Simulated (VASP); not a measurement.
Set up this calculation in VASP 6.6.1, as the native input.

```
Task                   : single point
Functional             : PBEsol
Potentials or basis    : VASP PAW PBE potentials, release 64 (In_d, Sb)
Cutoff                 : 520 eV
k mesh                 : 8 × 8 × 8
Occupations            : gaussian, width 0.15 eV
Spin                   : no spin polarisation
Dipole correction      : no
Further INCAR settings : ALGO = Normal; EDIFF = 1e-06; NBANDS = 22
```

The structure of InSb3 lies in POSCAR:

```
InSb3
1.0
    4.7757469295      0.1654961807      0.1654961807
    0.1654961807      4.7757469295      0.1654961807
    0.1654961807      0.1654961807      4.7757469295
In Sb
1 3
Direct
    0.0000000000      0.0000000000      0.0000000000
    0.5000000000      0.0000000000      0.5000000000
    0.0000000000      0.5000000000      0.5000000000
    0.5000000000      0.5000000000      0.0000000000
```

These files were run (other wordings do the same):

INCAR

```
PREC = Accurate ; ENCUT = 520
EDIFF = 1E-6 ; ISMEAR = 0
SIGMA = 0.15 ; LREAL = False
LASPH = True ; NELM = 60
ALGO = Normal ; ISIF = 2
LWAVE = False ; LCHARG = False
GGA = PS ; NBANDS = 22
```

KPOINTS

```
Automatic mesh
0
Gamma
  8 8 8
```

Potentials or basis: VASP PAW PBE potentials, release 64 (In_d, Sb).

Launch:

```console
$ cat potpaw_PBE.64/In_d/POTCAR potpaw_PBE.64/Sb/POTCAR > POTCAR
$ mpirun -np 1 vasp_std > vasp.out
```

It gave:

* Pressure: -1.0 GPa
* Band gap on the k mesh: zero (bands 14 and 15 overlap by 3.91 eV)

Caveat: the PAW data sets were made with another functional, which shifts forces and pressure a little; spin-orbit coupling is left out, which moves the levels of the heavy elements.

It took 2 min on 1 thread of Intel Xeon 8259CL, on a shared host, peak memory 0.3 GiB.
